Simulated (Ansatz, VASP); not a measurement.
# Os in VASP and in Ansatz

File INCAR:

```
PREC = Accurate ; ENCUT = 600
EDIFF = 1E-7 ; ISMEAR = -1
SIGMA = 0.05 ; LREAL = F
LASPH = T ; NELM = 120
ALGO = Normal ; ISIF = 3
LWAVE = F ; LCHARG = F
GGA = PE ; IBRION = 2
NSW = 60 ; EDIFFG = -0.005
GGA_COMPAT = F ; NELMIN = 4
```

File KPOINTS:

```
regular mesh
0
Gamma
  19 19 19
```

Contents of POSCAR:

```
Os
1.0
   -1.5284210575      1.5284210575      1.5284210575
    1.5284210575     -1.5284210575      1.5284210575
    1.5284210575      1.5284210575     -1.5284210575
Os
1
Direct
    0.0000000000      0.0000000000      0.0000000000
```

Input for Ansatz:

```yaml
crystal:
  lattice:
    - [-1.5284210575, 1.5284210575, 1.5284210575]
    - [1.5284210575, -1.5284210575, 1.5284210575]
    - [1.5284210575, 1.5284210575, -1.5284210575]
  atoms:
    - { symbol: Os, position: [0.0, 0.0, 0.0] }
kpoints:
  mp_grid: { grid: [19, 19, 19] }
scf:
  occupations: { method: fermi_dirac, width: 0.05 }
hamiltonian:
  xc: pbe
  pseudopotentials: { kind: paw }
output:
  forces: true
  stress: true
relax:
  f_tol: 0.005
  max_steps: 40
  cell: {}
```

Alike in both runs: task relaxation of cell and atoms; functional PBE; k mesh 19 × 19 × 19; occupations fermi-dirac, width 0.05 eV; no spin polarisation.

```csv
,VASP,Ansatz
version,VASP 6.6.1,Ansatz 0.2.0
potentials or method,"VASP PAW PBE potentials, release 64 (Os)","PAW with Ansatz's default frozen-core files, scalar-relativistic"
plane-wave cutoff (eV),600,420
valence electrons in the cell,8,16
```

```tsv
	VASP	Ansatz	Ansatz less VASP
relaxed volume (Å³/atom)	14.79	14.78	-0.008
relaxed cell length with the largest relative difference (Å)	2.678	2.678	-0.0005
```

VASP's potentials hold 8 valence electrons a cell and Ansatz's 16, so a difference there can come from the potentials and not from the codes.

Neither program's run includes spin-orbit coupling.
